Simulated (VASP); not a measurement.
Wanted: the native input for a VASP 6.6.1 run.

- Task: single point
- Functional: LDA
- Potentials or basis: VASP PAW LDA potentials, release 64 (Y_sv, Cu)
- Cutoff: 520 eV
- k mesh: 8 × 8 × 8
- Occupations: methfessel-paxton, width 0.15 eV
- Spin: no spin polarisation
- Dipole correction: no
- Further INCAR settings: ALGO = Normal; EDIFF = 1e-07; NBANDS = 18

The structure of YCu lies in POSCAR:

```
YCu
1.0
    3.4113779870      0.0000000000      0.0000000000
    0.0000000000      3.4113779870      0.0000000000
    0.0000000000      0.0000000000      3.4113779870
Y Cu
1 1
Direct
    0.0000000000      0.0000000000      0.0000000000
    0.5000000000      0.5000000000      0.5000000000
```

The input as run:

INCAR

```
  ALGO = Normal
  EDIFF = 1E-7
  ENCUT = 520
  GGA = CA
  ISIF = 2
  ISMEAR = 1
  LASPH = T
  LCHARG = T
  LELF = T
  LREAL = F
  LVHAR = T
  LWAVE = F
  NBANDS = 18
  NELM = 60
  PREC = Accurate
  SIGMA = 0.15
```

KPOINTS

```
k-points
0
Gamma
  8 8 8
```

Potentials or basis: VASP PAW LDA potentials, release 64 (Y_sv, Cu).

The run is started by

```bash
$ cat potpaw_LDA.64/Y_sv/POTCAR potpaw_LDA.64/Cu/POTCAR > POTCAR
$ mpirun -np 1 vasp_std > vasp.out
```

Results of the run:

The pressure is -2.1 GPa. The band gap on the k mesh is zero (bands 11 and 12 overlap by 2.53 eV).

Wall time 29 s on 1 thread of Intel(R) Xeon(R) Platinum 8259CL CPU @ 2.50GHz (Skylake/Cascade Lake), with other jobs on the host, peak memory 0.17 GiB.
